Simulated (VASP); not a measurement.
# In in VASP: further runs

Runs on In. Level: PBE. Tasks: single point.

Everything below comes from runs of VASP 6.6.1. Logs are shortened: lines on timing, memory, paths and dates and some standing lists are left out, and cuts for length are marked.

### Step 1. The cell of the first run

Symmetry: P4/mmm, No. 123, tetragonal system. Conventional cell: a = 3.753 Å, b = 3.753 Å, c = 11.177 Å, α = 90.00°, β = 90.00°, γ = 90.00°. Within 4.2 Å of In (site symmetry 4mm) lie 14 In at 3.19 to 3.89 Å. In (site symmetry 4/mmm) has 14 In at 3.25 to 3.75 Å within 4.3 Å. Within 4.3 Å of In (site symmetry 4/mmm) lie 14 In at 3.29 to 3.75 Å. In (site symmetry 4mm) has 14 In at 3.19 to 3.76 Å within 4.2 Å.

### Step 2. Single point, PBE

Contents of INCAR:

```
PREC = Accurate ; ENCUT = 520
EDIFF = 1E-6 ; ISMEAR = 0
SIGMA = 0.1 ; LREAL = False
LASPH = True ; NELM = 80
ALGO = Normal ; ISIF = 2
LWAVE = False ; LCHARG = False
GGA = PE ; NBANDS = 48
```

Contents of KPOINTS:

```
regular mesh
0
Gamma
  4 4 2
```

Contents of POSCAR:

```
In
1.0
    3.7525304600      0.0000000000      0.0000000000
    0.0000000000      3.7525304600      0.0000000000
    0.0000000000      0.0000000000     11.1772456300
In
6
Direct
    0.0000000000      0.0000000000      0.8261659700
    0.0000000000      0.0000000000      0.1738340300
    0.0000000000      0.0000000000      0.5000000000
    0.5000000000      0.5000000000      0.0000000000
    0.5000000000      0.5000000000      0.3319490000
    0.5000000000      0.5000000000      0.6680510000
```

Potentials or basis: VASP PAW PBE potentials, release 64 (In_d).

Run with:

```bash
$ cat potpaw_PBE.64/In_d/POTCAR > POTCAR
$ mpirun -np 1 vasp_std > vasp.out
```

OUTCAR:

```text
PREC = Accurate
   ENCUT = 520
   EDIFF = 1E-6
   ISMEAR = 0
   LREAL = False
   LASPH = True
   NELM = 80
   ISIF = 2
   GGA = PE

 ion  position               nearest neighbor table
   1  0.000  0.000  0.826-   6 3.19   6 3.19   6 3.19   6 3.19   4 3.29   4 3.29   4 3.29   4 3.29
                             3 3.65   2 3.89
   2  0.000  0.000  0.174-   5 3.19   5 3.19   5 3.19   5 3.19   4 3.29   4 3.29   4 3.29   4 3.29
                             3 3.65   1 3.89
   3  0.000  0.000  0.500-   5 3.25   6 3.25   5 3.25   6 3.25   5 3.25   6 3.25   5 3.25   6 3.25
                             1 3.65   2 3.65
   4  0.500  0.500  0.000-   1 3.29   2 3.29   1 3.29   2 3.29   1 3.29   2 3.29   1 3.29   2 3.29
                             5 3.71   6 3.71
   5  0.500  0.500  0.332-   2 3.19   2 3.19   2 3.19   2 3.19   3 3.25   3 3.25   3 3.25   3 3.25
                             4 3.71   6 3.76
   6  0.500  0.500  0.668-   1 3.19   1 3.19   1 3.19   1 3.19   3 3.25   3 3.25   3 3.25   3 3.25
                             4 3.71   5 3.76

  LATTYP: Found a simple tetragonal cell.
 ALAT       =     3.7525304600
 C/A-ratio  =     2.9785889146

  Lattice vectors:

 A1 = (   3.7525304600,   0.0000000000,   0.0000000000)
 A2 = (   0.0000000000,   3.7525304600,   0.0000000000)
 A3 = (   0.0000000000,   0.0000000000,  11.1772456300)

Analysis of symmetry for initial positions (statically):
=====================================================================
 Subroutine PRICEL returns:
 Original cell was already a primitive cell.

 Routine SETGRP: Setting up the symmetry group for a
 simple tetragonal supercell.

 Subroutine GETGRP returns: Found 16 space group operations
 (whereof 16 operations were pure point group operations)
 out of a pool of 16 trial point group operations.

The static configuration has the point symmetry D_4h.

Analysis of symmetry for dynamics (positions and initial velocities):
=====================================================================
 Subroutine PRICEL returns:
 Original cell was already a primitive cell.

 Routine SETGRP: Setting up the symmetry group for a
 simple tetragonal supercell.

 Subroutine GETGRP returns: Found 16 space group operations
 (whereof 16 operations were pure point group operations)
 out of a pool of 16 trial point group operations.

The dynamic configuration has the point symmetry D_4h.

 Subroutine INISYM returns: Found 16 space group operations
 (whereof 16 operations are pure point group operations),
 and found     1 'primitive' translations

----------------------------------------------------------------------------------------

                                     Primitive cell

  volume of cell :     157.3922

  direct lattice vectors                    reciprocal lattice vectors
     3.752530460  0.000000000  0.000000000     0.266486844  0.000000000  0.000000000
     0.000000000  3.752530460  0.000000000     0.000000000  0.266486844  0.000000000
     0.000000000  0.000000000 11.177245630     0.000000000  0.000000000  0.089467480

  length of vectors
     3.752530460  3.752530460 11.177245630     0.266486844  0.266486844  0.089467480

  position of ions in fractional coordinates (direct lattice)
     0.000000000  0.000000000  0.826165970
     0.000000000  0.000000000  0.173834030
     0.000000000  0.000000000  0.500000000
     0.500000000  0.500000000  0.000000000
     0.500000000  0.500000000  0.331949000
     0.500000000  0.500000000  0.668051000

  ion indices of the primitive-cell ions
   primitive index   ion index
                 1           1
                 2           2
                 3           3
                 4           4
                 5           5
                 6           6

----------------------------------------------------------------------------------------

 KPOINTS: regular mesh

Automatic generation of k-mesh.
 Grid dimensions read from file:
 generate k-points for:    4    4    2

 Generating k-lattice:

  Cartesian coordinates                     Fractional coordinates (reciprocal lattice)
     0.066621711  0.000000000  0.000000000     0.250000000  0.000000000  0.000000000
     0.000000000  0.066621711  0.000000000     0.000000000  0.250000000  0.000000000
     0.000000000  0.000000000  0.044733740     0.000000000  0.000000000  0.500000000

  Length of vectors
     0.066621711  0.066621711  0.044733740

  Shift w.r.t. Gamma in fractional coordinates (k-lattice)
     0.000000000  0.000000000  0.000000000

 Subroutine IBZKPT returns following result:
 ===========================================

 Found     12 irreducible k-points:

 Following reciprocal coordinates:
            Coordinates               Weight
  0.000000  0.000000  0.000000      1.000000
  0.250000  0.000000  0.000000      4.000000
  0.500000  0.000000  0.000000      2.000000
  0.250000  0.250000  0.000000      4.000000
  0.500000  0.250000  0.000000      4.000000
  0.500000  0.500000  0.000000      1.000000
  0.000000  0.000000  0.500000      1.000000
  0.250000  0.000000  0.500000      4.000000
  0.500000  0.000000  0.500000      2.000000
  0.250000  0.250000  0.500000      4.000000
  0.500000  0.250000  0.500000      4.000000
  0.500000  0.500000  0.500000      1.000000
   k-points           NKPTS =     12   k-points in BZ     NKDIM =     12   number of bands    NBANDS=     48
   number of dos      NEDOS =    301   number of ions     NIONS =      6
   total plane-waves  NPLWV =  65856
   dimension x,y,z NGX =    28 NGY =   28 NGZ =   84
   dimension x,y,z NGXF=    56 NGYF=   56 NGZF=  168
   ions per type =               6
   NGX,Y,Z   is equivalent  to a cutoff of  12.40, 12.40, 12.49 a.u.
   NGXF,Y,Z  is equivalent  to a cutoff of  24.81, 24.81, 24.99 a.u.
 SYSTEM =  unknown system
   PREC   = accura    normal or accurate (medium, high low for compatibility)
   ISTART =      0    job   : 0-new  1-cont  2-samecut
   ICHARG =      2    charge: 1-file 2-atom 10-const
   ISPIN  =      1    spin polarized calculation?
   LNONCOLLINEAR =      F non collinear calculations
   LSORBIT =      F    spin-orbit coupling
   LASPH  =      T    aspherical Exc in radial PAW
   ENCUT  =  520.0 eV  38.22 Ry    6.18 a.u.   6.98  6.98 20.78*2*pi/ulx,y,z
   NELM   =     80;   NELMIN=  2; NELMDL= -5     # of ELM steps
   EDIFF  = 0.1E-05   stopping-criterion for ELM
   LREAL  =      F    real-space projection
   EDIFFG = 0.1E-04   stopping-criterion for IOM
   NSW    =      0    number of steps for IOM
   IBRION =     -1    ionic relax: 0-MD 1-quasi-New 2-CG
   NFREE  =      0    steps in history (QN), initial steepest desc. (CG)
   ISIF   =      2    stress and relaxation
   ISYM   =      2    0-nonsym 1-usesym 2-fastsym
   POTIM  = 0.5000    time-step for ionic-motion
   TEBEG  =    0.0;   TEEND  =   0.0 temperature during run
   PSTRESS=    0.0 pullay stress
   NELECT =      78.0000    total number of electrons
   NUPDOWN=      -1.0000    fix difference up-down
   EMIN   =  10.00;   EMAX   =-10.00  energy-range for DOS
   EFERMI =   0.00;   METHOD = LEGACY
   ISMEAR =     0;   SIGMA  =   0.10  broadening in eV -4-tet -1-fermi 0-gaus
   EFERMI_NEDOS =   21; number of points for ismear=-14 and -15
   IALGO  =     38    algorithm
   IMIX   =      4    mixing-type and parameters
     AMIX     =   0.40;   BMIX     =  1.00
     AMIX_MAG =   1.60;   BMIX_MAG =  1.00
  volume/ion in A,a.u.               =      26.23       177.02
  Fermi-wavevector in a.u.,A,eV,Ry     =   1.295523  2.448184 22.835760  1.678381
  Thomas-Fermi vector in A             =   2.427038
   LORBIT       =      0    0 simple, 1 ext, 2 COOP (PROOUT), +10 PAW based schemes
   GGA     = PE    functional components
   LHFCALC =     F    Hartree Fock is set to
   AEXX    =    0.0000 exact exchange contribution
   IVDW    =     0    specifies the selected vdW correction
   LEPSILON=     F    determine dielectric tensor
   LRPA    =     F    only Hartree local field effects (RPA)
 non-spin polarized calculation
 Gauss-broadening in eV      SIGMA  =   0.10
  energy-cutoff  :      520.00
  volume of cell :      157.39
 maximum number of plane-waves:      4264
 NGX is ok and might be reduce to    28
   NGX = 13   NGY = 13   NGZ = 41

 number of electron      78.0000024 magnetization

 Free energy of the ion-electron system (eV)
  ---------------------------------------------------
  ext. energy  EPLUGINS =         0.00000000
  ---------------------------------------------------
  free energy    TOTEN  =       -15.04605638 eV

  energy without entropy =      -15.01009866  energy(sigma->0) =      -15.02807752

 E-fermi :   7.5753     XC(G=0): -10.2457

 val. band max:        7.4645387683   @ k =   0.2500   0.2500   0.0000
 cond. band min:       7.5799501892   @ k =   0.5000   0.2500   0.0000
 fundamental gap:      0.1154114209
 Fermi energy:         7.5752979900

 k-point     1 :       0.0000    0.0000    0.0000
  band No.  band energies     occupation
      1      -7.3210      2.00000
      2      -7.3207      2.00000
      3      -7.2448      2.00000
      4      -7.2223      2.00000
      5      -7.2109      2.00000
      6      -7.2109      2.00000
[... 40 lines left out ...]
     47      12.7694      0.00000
     48      13.5628      0.00000

 k-point     2 :       0.2500    0.0000    0.0000
  band No.  band energies     occupation
      1      -7.2858      2.00000
      2      -7.2733      2.00000
      3      -7.2692      2.00000
      4      -7.2266      2.00000
      5      -7.2155      2.00000
      6      -7.2071      2.00000
[... 40 lines left out ...]
     47      12.7479      0.00000
     48      13.2854      0.00000

 k-point     3 :       0.5000    0.0000    0.0000
  band No.  band energies     occupation
      1      -7.3086      2.00000
      2      -7.3014      2.00000
      3      -7.2714      2.00000
      4      -7.2698      2.00000
      5      -7.2416      2.00000
      6      -7.2401      2.00000
[... 448 lines left out ...]
     47      10.1809      0.00000
     48      10.2081      0.00000

 k-point    12 :       0.5000    0.5000    0.5000
  band No.  band energies     occupation
      1      -7.3082      2.00000
      2      -7.3082      2.00000
      3      -7.2856      2.00000
      4      -7.2856      2.00000
      5      -7.2398      2.00000
      6      -7.2165      2.00000
[... 40 lines left out ...]
     47      11.3653      0.00000
     48      11.4732      0.00000

------------------------ aborting loop because EDIFF is reached ----------------------------------------

  FORCE on cell =-STRESS in cart. coord.  units (eV):
  Direction    XX          YY          ZZ          XY          YZ          ZX
  --------------------------------------------------------------------------------------
  -------------------------------------------------------------------------------------
  Total        0.4327994      0.4327994      4.3499283      0.0000000     -0.0000000      0.0000000
  in kB        4.4056904      4.4056904     44.2801854      0.0000000     -0.0000000      0.0000000
  external PRESSURE =      17.6971888 kB  Pullay stress =       0.0000000 kB

 VOLUME and BASIS-vectors are now :
 -----------------------------------------------------------------------------
  energy-cutoff  :      520.00
  volume of cell :      157.39
      direct lattice vectors                 reciprocal lattice vectors
     3.752530460  0.000000000  0.000000000     0.266486844  0.000000000  0.000000000
     0.000000000  3.752530460  0.000000000     0.000000000  0.266486844  0.000000000
     0.000000000  0.000000000 11.177245630     0.000000000  0.000000000  0.089467480

 POSITION                                       TOTAL-FORCE (eV/Angst)
 -----------------------------------------------------------------------------------
      0.00000      0.00000      9.23426         0.000000      0.000000      0.270694
      0.00000      0.00000      1.94299        -0.000000      0.000000     -0.270694
      0.00000      0.00000      5.58862         0.000000      0.000000      0.000000
      1.87627      1.87627      0.00000         0.000000      0.000000      0.000000
      1.87627      1.87627      3.71028         0.000000     -0.000000      0.132020
      1.87627      1.87627      7.46697         0.000000      0.000000     -0.132020
 -----------------------------------------------------------------------------------
    total drift:                                0.000000      0.000000      0.000000

  FREE ENERGIE OF THE ION-ELECTRON SYSTEM (eV)
  ---------------------------------------------------
  free  energy   TOTEN  =       -15.0460563846 eV

  energy  without entropy=      -15.0100986581  energy(sigma->0) =      -15.02807752
```

Run time: 1.9 min. Hardware: 1 thread of Intel Xeon 8259CL, shared host; peak memory 0.26 GiB.

What came out:

```
Free energy            : -15.0461 eV
Pressure               : 1.8 GPa
Largest force          : 0.271 eV/Å
Band gap on the k mesh : zero (bands 39 and 40 overlap by 4.37 eV)
```

Forces on the atoms (eV/Å):
```
In   0.000  0.000  0.271
In   0.000  0.000 -0.271
In   0.000  0.000  0.000
In   0.000  0.000  0.000
In   0.000  0.000  0.132
In   0.000  0.000 -0.132
```

Stress tensor (GPa, compression positive):
```
0.44 0.00 0.00
0.00 0.44 0.00
0.00 0.00 4.43
```

Levels at points of the mesh, in eV from the Fermi level:
| k point | band 36 | band 37 | band 38 | band 39 | band 40 | band 41 |
| --- | --- | --- | --- | --- | --- | --- |
| (0.00, 0.00, 0.00) | 0.93 | 1.12 | 1.12 | 1.29 | 2.52 | 2.52 |
| (0.50, 0.00, 0.00) | -5.19 | -1.35 | -1.28 | -1.25 | -1.18 | 4.43 |
| (0.50, 0.50, 0.00) | -3.13 | -3.01 | -2.97 | -1.88 | -1.88 | -1.59 |
| (0.00, 0.00, 0.50) | -1.58 | 1.45 | 1.45 | 1.58 | 1.58 | 2.30 |
| (0.50, 0.00, 0.50) | -3.98 | -3.25 | -3.24 | 1.50 | 1.51 | 1.68 |
| (0.50, 0.50, 0.50) | -2.95 | -2.83 | -2.83 | -2.39 | -2.38 | 0.01 |

Caveat: the k points lie up to 0.42 Å⁻¹ apart, too coarse for converged energies and pressures of a metal; spin-orbit coupling is left out, which moves the levels of the heavy elements.

(Part 1 of 2 ends here.)
